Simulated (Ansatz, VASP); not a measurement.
Given: the input of a run of Ansatz 0.2.0 on NbP.

input.yaml

```yaml
crystal:
  lattice:
    - [-1.6522863814, 1.6522863814, 5.6625296365]
    - [1.6522863814, -1.6522863814, 5.6625296365]
    - [1.6522863814, 1.6522863814, -5.6625296365]
  atoms:
    - { symbol: Nb, position: [0.2498808, 0.7498808, 0.5] }
    - { symbol: Nb, position: [0.4998808, 0.4998808, 0.0] }
    - { symbol: P, position: [0.83274777, 0.33274777, 0.5] }
    - { symbol: P, position: [0.08274777, 0.08274777, 0.0] }
hamiltonian:
  xc: r2scan
  pseudopotentials: { kind: paw }
kpoints:
  mp_grid: { grid: [11, 11, 11] }
scf:
  occupations: { method: fermi_dirac, width: 0.05 }
output:
  forces: true
  stress: true
  eigenvalues: true
```

Potentials or basis: Ansatz PAW.

Launch:

```sh
$ ansatz run input.yaml --threads 2 --pin off --max-ram 5632MiB --backend cpu --events-out ev --progress --plain --runs-dir out
```

**Question.** Set up the same calculation for VASP 6.6.1. Potentials there: VASP PAW PBE potentials, release 64 (Nb_sv, P).

**Answer.** As run (the cutoff follows the program's own potentials):

Contents of POSCAR:

```
NbP
1.0
   -1.6522863814      1.6522863814      5.6625296365
    1.6522863814     -1.6522863814      5.6625296365
    1.6522863814      1.6522863814     -5.6625296365
Nb P
2 2
Direct
    0.2498808000      0.7498808000      0.5000000000
    0.4998808000      0.4998808000      0.0000000000
    0.8327477700      0.3327477700      0.5000000000
    0.0827477700      0.0827477700      0.0000000000
```

Contents of INCAR.step1:

```
PREC     = Accurate       # precision mode
ENCUT    = 520            # plane-wave cutoff, eV
ISMEAR   = -1             # smearing method
SIGMA    = 0.05           # smearing width, eV
LREAL    = F              # projectors in reciprocal space
LASPH    = T              # aspherical terms in the spheres
NELM     = 80             # most SCF steps
NBANDS   = 26             # bands
GGA      = PE             # functional
ALGO     = Normal         # electronic algorithm
EDIFF    = 1E-4           # SCF threshold, eV
LWAVE    = T              # write WAVECAR
LCHARG   = F              # write CHGCAR
```

INCAR.step2

```
PREC     = Accurate       # precision mode
ENCUT    = 520            # plane-wave cutoff, eV
EDIFF    = 1E-6           # SCF threshold, eV
ISMEAR   = -1             # smearing method
SIGMA    = 0.05           # smearing width, eV
LREAL    = F              # projectors in reciprocal space
LASPH    = T              # aspherical terms in the spheres
NELM     = 80             # most SCF steps
ALGO     = Normal         # electronic algorithm
ISIF     = 2              # what is computed and relaxed
LWAVE    = F              # write WAVECAR
LCHARG   = F              # write CHGCAR
METAGGA  = R2SCAN         # meta-GGA
LMIXTAU  = T            
NBANDS   = 26             # bands
ISTART   = 1
```

Contents of KPOINTS:

```
regular mesh
0
Gamma
  11 11 11
```

Potentials or basis: VASP PAW PBE potentials, release 64 (Nb_sv, P).

Run with:

```sh
$ cat potpaw_PBE.64/Nb_sv/POTCAR potpaw_PBE.64/P/POTCAR > POTCAR
$ cp INCAR.step1 INCAR
$ mpirun -np 1 vasp_std > vasp.out
$ cp INCAR.step2 INCAR
$ mpirun -np 1 vasp_std > vasp.out
```

Both were run:

|  | VASP | Ansatz | Ansatz less VASP |
| --- | --- | --- | --- |
| pressure (GPa) | 6.3 | 6.8 | +0.46 |
| traceless stress, the component that is largest in VASP (GPa) | -0.59 | -0.64 | -0.045 |
| rms of the force components (eV/Å) | 0.006 | 0.007 | +0.0011 |

VASP's potentials were made for PBE, not for r2SCAN. Atom by atom the forces differ by 0.001 eV/Å (rms over components).
